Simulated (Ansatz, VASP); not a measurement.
Hg in VASP and in Ansatz

INCAR

```
PREC = Accurate
ENCUT = 500
EDIFF = 1E-6
ISMEAR = 0
SIGMA = 0.05
LREAL = F
LASPH = T
NELM = 120
ALGO = Normal
ISIF = 2
LWAVE = F
LCHARG = F
GGA = PE
NBANDS = 12
GGA_COMPAT = F
```

File KPOINTS:

```
Automatic mesh
0
Gamma
  16 16 16
```

File POSCAR:

```
Hg
1.0
    0.0000000000      2.2850214639      2.2850214639
    2.2850214639      0.0000000000      2.2850214639
    2.2850214639      2.2850214639      0.0000000000
Hg
1
Direct
    0.0000000000      0.0000000000      0.0000000000
```

Input for Ansatz:

```yaml
crystal:
  lattice:
    - [0.0, 2.2850214639, 2.2850214639]
    - [2.2850214639, 0.0, 2.2850214639]
    - [2.2850214639, 2.2850214639, 0.0]
  atoms:
    - { symbol: Hg, position: [0.0, 0.0, 0.0] }
basis:
  ecutwfc: 600
  ecutrho_ratio: 5
kpoints:
  mp_grid: { grid: [16, 16, 16] }
hamiltonian:
  xc: pbe
scf:
  occupations: { method: gaussian, width: 0.05 }
output:
  forces: true
  stress: true
  eigenvalues: true
```

Alike in both runs: task single point; functional PBE; k mesh 16 × 16 × 16; occupations gaussian, width 0.05 eV; no spin polarisation.

```csv
,VASP,Ansatz
version,VASP 6.6.1,Ansatz 0.2.0
potentials or method,"VASP PAW PBE potentials, release 64 (Hg), cutoff 500 eV","scalar-relativistic, plane waves, PAW"
valence electrons in the cell,12,20
```

```tsv
	VASP	Ansatz	Ansatz less VASP
gap on the k mesh at the Fermi level (eV)	none	none	-
pressure (GPa)	4.1	3.8	-0.31
```

A gap of «none» marks a metal or a gap that the smearing closes. With one functional, cell and mesh, what is left measures potentials, basis and numerics. VASP's potentials hold 12 valence electrons a cell and Ansatz's 20, so a difference there can come from the potentials and not from the codes.

Spin-orbit coupling is off throughout.
